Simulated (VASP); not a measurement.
Crystal: MgO.

```
CELL_PARAMETERS angstrom
0.00000 2.13515 2.13515
2.45542 0.00000 2.13515
2.45542 2.13515 0.00000
ATOMIC_POSITIONS crystal
Mg 0.00000 0.00000 0.00000
O 0.50000 0.50000 0.50000
```

This cell differs from its parent crystal: strain +0.1500 x Voigt [1, 0, 0, 0, 0, 0].

Base run:

* Program: VASP 6.6.1
* Functional: r2SCAN
* Potentials or basis: VASP PAW PBE potentials, release 64 (Mg_sv, O)
* Cutoff: 660 eV
* k mesh: 10 × 10 × 10
* Occupations: gaussian, width 0.05 eV
* Spin: no spin polarisation

Its results: band gap on the k mesh 3.86 eV, direct; pressure -18.0 GPa.

Q: The run is repeated on the same cell with these changes: potentials or basis from VASP PAW PBE potentials, release 64 (Mg_sv, O) to VASP PAW PBE potentials, release 64 (Mg, O); cutoff from 660 eV to 520 eV; further incar settings from ALGO = Normal; EDIFF = 1e-06; NBANDS = 15 to ALGO = Normal; EDIFF = 1e-06; NBANDS = 11; valence electrons from 16 to 8. What comes out?

A: Band gap on the k mesh 3.81 eV, direct; pressure -18.6 GPa.

Caveats: the PAW data sets were made with another functional, which shifts forces and pressure a little.

